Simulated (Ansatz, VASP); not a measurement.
**Be3Te in VASP and in Ansatz**

```
Be Te
1.0
     4.23586    0.00000    0.00000
    -2.11793    3.66836    0.00000
     0.00000    0.00000    3.82865
Be Te
3 1
Direct
  0.50000 0.00000 0.50000
  0.00000 0.50000 0.50000
  0.50000 0.50000 0.50000
  0.00000 0.00000 0.00000
```

Alike in both runs: functional PBE; k mesh 7 × 7 × 4; occupations gaussian, width 0.2 eV; no spin polarisation.

Ansatz relaxed the structure, and its values are those at the end. VASP's run is a single point on that final structure, the one shown.

|  | VASP | Ansatz |
| --- | --- | --- |
| version | VASP 6.6.1 | Ansatz 0.2.0 |
| potentials or method | VASP PAW PBE potentials, release 64 (Be, Te), cutoff 600 eV | scalar-relativistic, plane waves, PAW |
| valence electrons in the cell | 12 | 22 |

Ansatz gave:

| Quantity | Value |
| --- | --- |
| gap on the k mesh at the Fermi level (eV) | none |
| pressure (GPa) | 0.1 |

What did VASP give for the same quantities?

gap on the k mesh at the Fermi level (eV): none; pressure (GPa): 0.2.

A gap of «none» marks a metal or a gap that the smearing closes. VASP's potentials hold 12 valence electrons a cell and Ansatz's 22, so a difference there can come from the potentials and not from the codes.

The k mesh is coarse, so the values compare programs but aren't converged. Neither program's run includes spin-orbit coupling.
